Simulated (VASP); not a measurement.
# Sn2Ge3 (P-3m1) in VASP: notebook

Runs on Sn2Ge3. Level: PBE. Tasks: single point.

All numbers are computed with VASP 6.6.1; they aren't measurements. Logs are shortened: lines on timing, memory, paths and dates and some standing lists are left out, and cuts for length are marked.

## (1) The cell of the first run

The structure is trigonal, space group P-3m1 (No. 164). The conventional cell has a = 4.034 Å, b = 4.034 Å, c = 8.663 Å, α = 90.00°, β = 90.00°, γ = 120.00°. Sn (site symmetry 3m) has 7 Ge at 2.85 to 3.31 Å within 3.8 Å. Within 3.5 Å of Ge (site symmetry 3m) lie 3 Ge at 2.63 Å and 4 Sn at 3.12 to 3.31 Å. Ge (site symmetry -3m) has 6 Sn at 2.85 Å within 3.8 Å.

The cell was built from a structure type or drawn by symmetry, and may not be a known phase.

## (2) Single point, PBE

INCAR reads:

```
ALGO     = Normal         # electronic algorithm
EDIFF    = 1E-6           # SCF threshold, eV
ENCUT    = 520            # plane-wave cutoff, eV
GGA      = PE             # functional
ISIF     = 2              # what is computed and relaxed
ISMEAR   = 0              # smearing method
LASPH    = True           # aspherical terms in the spheres
LCHARG   = False          # write CHGCAR
LREAL    = False          # projectors in reciprocal space
LWAVE    = False          # write WAVECAR
NBANDS   = 43             # bands
NELM     = 100            # most SCF steps
PREC     = Accurate       # precision mode
SIGMA    = 0.1            # smearing width, eV
```

KPOINTS reads:

```
k-points
0
Gamma
  12 12 4
```

POSCAR reads:

```
Sn2Ge3
1.0
    4.0341463161      0.0000000000      0.0000000000
   -2.0170731580      3.4936731923      0.0000000000
    0.0000000000      0.0000000000      8.6632383055
Sn Ge
2 3
Direct
    0.6666666667      0.3333333333      0.8109517574
    0.3333333333      0.6666666667      0.1890482426
    0.6666666667      0.3333333333      0.4289501173
    0.3333333333      0.6666666667      0.5710498827
    0.0000000000      0.0000000000      0.0000000000
```

Potentials or basis: VASP PAW PBE potentials, release 64 (Sn_d, Ge_d).

On the command line:

```sh
$ cat potpaw_PBE.64/Sn_d/POTCAR potpaw_PBE.64/Ge_d/POTCAR > POTCAR
$ mpirun -np 1 vasp_std > vasp.out
```

OUTCAR:

```text
EDIFF = 1E-6
   ENCUT = 520
   GGA = PE
   ISIF = 2
   ISMEAR = 0
   LASPH = True
   LREAL = False
   NELM = 100
   PREC = Accurate

 ion  position               nearest neighbor table
   1  0.667  0.333  0.811-   5 2.85   5 2.85   5 2.85   4 3.12   4 3.12   4 3.12   3 3.31
   2  0.333  0.667  0.189-   5 2.85   5 2.85   5 2.85   3 3.12   3 3.12   3 3.12   4 3.31
   3  0.667  0.333  0.429-   4 2.63   4 2.63   4 2.63   2 3.12   2 3.12   2 3.12   1 3.31
   4  0.333  0.667  0.571-   3 2.63   3 2.63   3 2.63   1 3.12   1 3.12   1 3.12   2 3.31
   5  0.000  0.000  0.000-   1 2.85   2 2.85   2 2.85   1 2.85   1 2.85   2 2.85

  LATTYP: Found a hexagonal cell.
 ALAT       =     4.0341463161
 C/A-ratio  =     2.1474774653

  Lattice vectors:

 A1 = (   4.0341463161,   0.0000000000,   0.0000000000)
 A2 = (  -2.0170731580,   3.4936731923,   0.0000000000)
 A3 = (   0.0000000000,   0.0000000000,   8.6632383055)

Analysis of symmetry for initial positions (statically):
=====================================================================
 Subroutine PRICEL returns:
 Original cell was already a primitive cell.

 Routine SETGRP: Setting up the symmetry group for a
 hexagonal supercell.

 Subroutine GETGRP returns: Found 12 space group operations
 (whereof 12 operations were pure point group operations)
 out of a pool of 24 trial point group operations.

The static configuration has the point symmetry D_3d.

Analysis of symmetry for dynamics (positions and initial velocities):
=====================================================================
 Subroutine PRICEL returns:
 Original cell was already a primitive cell.

 Routine SETGRP: Setting up the symmetry group for a
 hexagonal supercell.

 Subroutine GETGRP returns: Found 12 space group operations
 (whereof 12 operations were pure point group operations)
 out of a pool of 24 trial point group operations.

The dynamic configuration has the point symmetry D_3d.

 Subroutine INISYM returns: Found 12 space group operations
 (whereof 12 operations are pure point group operations),
 and found     1 'primitive' translations

----------------------------------------------------------------------------------------

                                     Primitive cell

  volume of cell :     122.0996

  direct lattice vectors                    reciprocal lattice vectors
     4.034146316  0.000000000  0.000000000     0.247883919  0.143115848  0.000000000
    -2.017073158  3.493673192  0.000000000     0.000000000  0.286231695  0.000000000
     0.000000000  0.000000000  8.663238306     0.000000000  0.000000000  0.115430277

  length of vectors
     4.034146316  4.034146316  8.663238306     0.286231695  0.286231695  0.115430277

  position of ions in fractional coordinates (direct lattice)
     0.666666667  0.333333333  0.810951757
     0.333333333  0.666666667  0.189048243
     0.666666667  0.333333333  0.428950117
     0.333333333  0.666666667  0.571049883
     0.000000000  0.000000000  0.000000000

  ion indices of the primitive-cell ions
   primitive index   ion index
                 1           1
                 2           2
                 3           3
                 4           4
                 5           5

----------------------------------------------------------------------------------------

 KPOINTS: k-points

Automatic generation of k-mesh.
 Grid dimensions read from file:
 generate k-points for:   12   12    4

 Generating k-lattice:

  Cartesian coordinates                     Fractional coordinates (reciprocal lattice)
     0.020656993  0.011926321  0.000000000     0.083333333 -0.000000000  0.000000000
     0.000000000  0.023852641  0.000000000     0.000000000  0.083333333  0.000000000
     0.000000000  0.000000000  0.028857569     0.000000000  0.000000000  0.250000000

  Length of vectors
     0.023852641  0.023852641  0.028857569

  Shift w.r.t. Gamma in fractional coordinates (k-lattice)
     0.000000000  0.000000000  0.000000000

 Subroutine IBZKPT returns following result:
 ===========================================

 Found     69 irreducible k-points:

 Following reciprocal coordinates:
            Coordinates               Weight
  0.000000  0.000000  0.000000      1.000000
  0.083333  0.000000  0.000000      6.000000
  0.166667  0.000000  0.000000      6.000000
  0.250000  0.000000  0.000000      6.000000
  0.333333  0.000000  0.000000      6.000000
  0.416667  0.000000  0.000000      6.000000
[... 16 lines left out ...]
  0.166667  0.000000  0.250000      6.000000
  0.000000  0.166667  0.250000      6.000000
 [... further k-points ...]
   k-points           NKPTS =     69   k-points in BZ     NKDIM =     69   number of bands    NBANDS=     43
   number of dos      NEDOS =    301   number of ions     NIONS =      5
   total plane-waves  NPLWV =  57600
   dimension x,y,z NGX =    30 NGY =   30 NGZ =   64
   dimension x,y,z NGXF=    60 NGYF=   60 NGZF=  128
   ions per type =               2   3
   NGX,Y,Z   is equivalent  to a cutoff of  12.36, 12.36, 12.28 a.u.
   NGXF,Y,Z  is equivalent  to a cutoff of  24.73, 24.73, 24.56 a.u.
 SYSTEM =  unknown system
   PREC   = accura    normal or accurate (medium, high low for compatibility)
   ISTART =      0    job   : 0-new  1-cont  2-samecut
   ICHARG =      2    charge: 1-file 2-atom 10-const
   ISPIN  =      1    spin polarized calculation?
   LNONCOLLINEAR =      F non collinear calculations
   LSORBIT =      F    spin-orbit coupling
   LASPH  =      T    aspherical Exc in radial PAW
   ENCUT  =  520.0 eV  38.22 Ry    6.18 a.u.   7.50  7.50 16.11*2*pi/ulx,y,z
   NELM   =    100;   NELMIN=  2; NELMDL= -5     # of ELM steps
   EDIFF  = 0.1E-05   stopping-criterion for ELM
   LREAL  =      F    real-space projection
   EDIFFG = 0.1E-04   stopping-criterion for IOM
   NSW    =      0    number of steps for IOM
   IBRION =     -1    ionic relax: 0-MD 1-quasi-New 2-CG
   NFREE  =      0    steps in history (QN), initial steepest desc. (CG)
   ISIF   =      2    stress and relaxation
   ISYM   =      2    0-nonsym 1-usesym 2-fastsym
   POTIM  = 0.5000    time-step for ionic-motion
   TEBEG  =    0.0;   TEEND  =   0.0 temperature during run
   PSTRESS=    0.0 pullay stress
   NELECT =      70.0000    total number of electrons
   NUPDOWN=      -1.0000    fix difference up-down
   EMIN   =  10.00;   EMAX   =-10.00  energy-range for DOS
   EFERMI =   0.00;   METHOD = LEGACY
   ISMEAR =     0;   SIGMA  =   0.10  broadening in eV -4-tet -1-fermi 0-gaus
   EFERMI_NEDOS =   21; number of points for ismear=-14 and -15
   IALGO  =     38    algorithm
   IMIX   =      4    mixing-type and parameters
     AMIX     =   0.40;   BMIX     =  1.00
     AMIX_MAG =   1.60;   BMIX_MAG =  1.00
  volume/ion in A,a.u.               =      24.42       164.79
  Fermi-wavevector in a.u.,A,eV,Ry     =   1.359991  2.570011 25.165012  1.849576
  Thomas-Fermi vector in A             =   2.486692
   LORBIT       =      0    0 simple, 1 ext, 2 COOP (PROOUT), +10 PAW based schemes
   GGA     = PE    functional components
   LHFCALC =     F    Hartree Fock is set to
   AEXX    =    0.0000 exact exchange contribution
   IVDW    =     0    specifies the selected vdW correction
   LEPSILON=     F    determine dielectric tensor
   LRPA    =     F    only Hartree local field effects (RPA)
 non-spin polarized calculation
 Gauss-broadening in eV      SIGMA  =   0.10
  energy-cutoff  :      520.00
  volume of cell :      122.10
 maximum number of plane-waves:      3332
 NGX is ok and might be reduce to    30
   NGX = 15   NGY = 15   NGZ = 33

 number of electron      69.9999977 magnetization

 Free energy of the ion-electron system (eV)
  ---------------------------------------------------
  ext. energy  EPLUGINS =         0.00000000
  ---------------------------------------------------
  free energy    TOTEN  =       -20.34812008 eV

  energy without entropy =      -20.33542539  energy(sigma->0) =      -20.34177274

 E-fermi :   6.1947     XC(G=0): -10.2304

 val. band max:        6.1907425797   @ k =   0.1667   0.0000   0.0000
 cond. band min:       6.2256084237   @ k =   0.0000   0.0000   0.2500
 fundamental gap:      0.0348658440
 Fermi energy:         6.1947439407

 k-point     1 :       0.0000    0.0000    0.0000
  band No.  band energies     occupation
      1     -18.4117      2.00000
      2     -18.4117      2.00000
      3     -18.3542      2.00000
      4     -18.3542      2.00000
      5     -18.3452      2.00000
      6     -18.2886      2.00000
[... 35 lines left out ...]
     42      10.2636      0.00000
     43      10.5052      0.00000

 k-point     2 :       0.0833    0.0000    0.0000
  band No.  band energies     occupation
      1     -18.4114      2.00000
      2     -18.4097      2.00000
      3     -18.3540      2.00000
      4     -18.3523      2.00000
      5     -18.3438      2.00000
      6     -18.2892      2.00000
[... 35 lines left out ...]
     42      10.6818      0.00000
     43      10.7647      0.00000

 k-point     3 :       0.1667    0.0000    0.0000
  band No.  band energies     occupation
      1     -18.4106      2.00000
      2     -18.4040      2.00000
      3     -18.3543      2.00000
      4     -18.3470      2.00000
      5     -18.3388      2.00000
      6     -18.2917      2.00000
[... 35 lines left out ...]
     42      11.2151      0.00000
     43      11.3531      0.00000

 k-point     4 :       0.2500    0.0000    0.0000
  band No.  band energies     occupation
      1     -18.4093      2.00000
      2     -18.3948      2.00000
      3     -18.3553      2.00000
      4     -18.3388      2.00000
      5     -18.3309      2.00000
      6     -18.2969      2.00000
[... 863 lines left out ...]
     42      10.4484      0.00000
     43      10.7160      0.00000

 k-point    23 :       0.1667    0.0000    0.2500
  band No.  band energies     occupation
      1     -18.4106      2.00000
      2     -18.4040      2.00000
      3     -18.3543      2.00000
      4     -18.3470      2.00000
      5     -18.3388      2.00000
      6     -18.2918      2.00000
[... 35 lines left out ...]
     42      10.9538      0.00000
     43      11.3443      0.00000

 k-point    24 :       0.0000    0.1667    0.2500
  band No.  band energies     occupation
      1     -18.4106      2.00000
      2     -18.4040      2.00000
      3     -18.3543      2.00000
      4     -18.3470      2.00000
      5     -18.3388      2.00000
      6     -18.2918      2.00000
[... 35 lines left out ...]
     42      10.6226      0.00000
     43      11.2608      0.00000

 [... further k-points ...]
[... 5 lines left out ...]
  --------------------------------------------------------------------------------------
  -------------------------------------------------------------------------------------
  Total       -0.0161137     -0.0161137      0.0098415     -0.0000000      0.0000000      0.0000000
  in kB       -0.2114423     -0.2114423      0.1291393     -0.0000000      0.0000000      0.0000000
  external PRESSURE =      -0.0979151 kB  Pullay stress =       0.0000000 kB

 VOLUME and BASIS-vectors are now :
 -----------------------------------------------------------------------------
  energy-cutoff  :      520.00
  volume of cell :      122.10
      direct lattice vectors                 reciprocal lattice vectors
     4.034146316  0.000000000  0.000000000     0.247883919  0.143115848  0.000000000
    -2.017073158  3.493673192  0.000000000     0.000000000  0.286231695  0.000000000
     0.000000000  0.000000000  8.663238306     0.000000000  0.000000000  0.115430277

 POSITION                                       TOTAL-FORCE (eV/Angst)
 -----------------------------------------------------------------------------------
      2.01707      1.16456      7.02547        -0.000000     -0.000000      0.003343
     -0.00000      2.32912      1.63777         0.000000      0.000000     -0.003343
      2.01707      1.16456      3.71610         0.000000      0.000000      0.000889
     -0.00000      2.32912      4.94714        -0.000000     -0.000000     -0.000889
      0.00000      0.00000      0.00000         0.000000      0.000000     -0.000000
 -----------------------------------------------------------------------------------
    total drift:                               -0.000000      0.000000      0.000000

  FREE ENERGIE OF THE ION-ELECTRON SYSTEM (eV)
  ---------------------------------------------------
  free  energy   TOTEN  =       -20.3481200821 eV

  energy  without entropy=      -20.3354253888  energy(sigma->0) =      -20.34177274
```

Wall time 3.2 min (1 thread of AMD EPYC 9R45 (Zen 5), shared host); peak memory 0.39 GiB.

What came out:

| Quantity | Value |
| --- | --- |
| Free energy | -20.3481 eV |
| Pressure | 0.0 GPa |
| Largest force | 0.003 eV/Å |
| Band gap on the k mesh | zero (bands 35 and 36 overlap by 2.84 eV) |

Forces on the atoms (eV/Å):
```
Sn   0.000  0.000  0.003
Sn   0.000  0.000 -0.003
Ge   0.000  0.000  0.001
Ge   0.000  0.000 -0.001
Ge   0.000  0.000  0.000
```

Levels at points of the mesh, in eV from the Fermi level:
```csv
k point,band 33,band 34,band 35,band 36,band 37,band 38
"(0.00, 0.00, 0.00)",-0.05,0.48,0.48,1.73,2.66,2.66
"(0.50, 0.00, 0.00)",-1.91,-0.79,-0.73,-0.08,0.09,0.98
"(0.00, 0.00, 0.50)",0.22,0.64,0.64,1.27,2.01,2.01
"(0.50, 0.00, 0.50)",-2.48,-1.90,-1.54,0.43,1.11,2.42
```

Caveat: spin-orbit coupling is left out, which moves the levels of the heavy elements.

## (3) Single point, PBE

This run uses another cell than the first one, of 23.57 Å³/atom.

INCAR reads:

```
SYSTEM = Sn2Ge3
PREC = Accurate
ENCUT = 520
EDIFF = 1E-7
ISMEAR = 0
SIGMA = 0.1
LREAL = .False.
LASPH = .True.
NELM = 100
ALGO = Normal
ISIF = 2
LWAVE = .False.
LCHARG = .False.
GGA = PE
NBANDS = 43
```

KPOINTS reads:

```
Automatic mesh
0
Gamma
  12 12 6
  0 0 0
```

POSCAR reads:

```
Sn2Ge3
1.0
    3.8337909780      0.0000000000      0.0000000000
   -1.9168954890      3.3201603797      0.0000000000
    0.0000000000      0.0000000000      9.2589884901
Sn Ge
2 3
Direct
    0.3333333333      0.6666666667      0.3744730005
    0.6666666667      0.3333333333      0.6255269995
    0.0000000000      0.0000000000      0.0000000000
    0.6666666667      0.3333333333      0.1652630624
    0.3333333333      0.6666666667      0.8347369376
```

Potentials or basis: VASP PAW PBE potentials, release 64 (Sn_d, Ge_d).

On the command line:

```sh
$ cat potpaw_PBE.64/Sn_d/POTCAR potpaw_PBE.64/Ge_d/POTCAR > POTCAR
$ mpirun -np 1 vasp_std > vasp.out
```

It took 7 min on 1 thread of AMD EPYC 9R45 (Zen 5), shared host; peak memory 0.5 GiB.

Results (log left out):

```
Free energy            : -20.2764 eV
Pressure               : 0.0 GPa
Largest force          : 0.008 eV/Å
Band gap on the k mesh : zero (bands 35 and 36 overlap by 3.55 eV)
```

Forces on the atoms (eV/Å):
```
Sn   0.000  0.000  0.001
Sn   0.000  0.000 -0.001
Ge   0.000  0.000  0.000
Ge   0.000  0.000  0.008
Ge   0.000  0.000 -0.008
```

Levels at points of the mesh, in eV from the Fermi level:
```csv
k point,band 31,band 32,band 33,band 34,band 35,band 36,band 37,band 38,band 39,band 40
"(0.00, 0.00, 0.00)",0.48,0.48,1.19,1.25,1.25,1.90,3.16,3.16,3.42,3.42
"(0.50, 0.00, 0.00)",-4.92,-2.37,-1.92,-1.59,-0.53,-0.22,0.33,0.87,2.34,2.42
"(0.00, 0.00, 0.50)",-1.24,0.45,0.45,1.45,1.45,2.36,2.36,2.81,3.02,4.43
"(0.50, 0.00, 0.50)",-4.11,-3.10,-3.09,-1.82,-0.41,0.03,0.56,2.78,2.79,2.83
```

Caveat: spin-orbit coupling is left out, which moves the levels of the heavy elements.
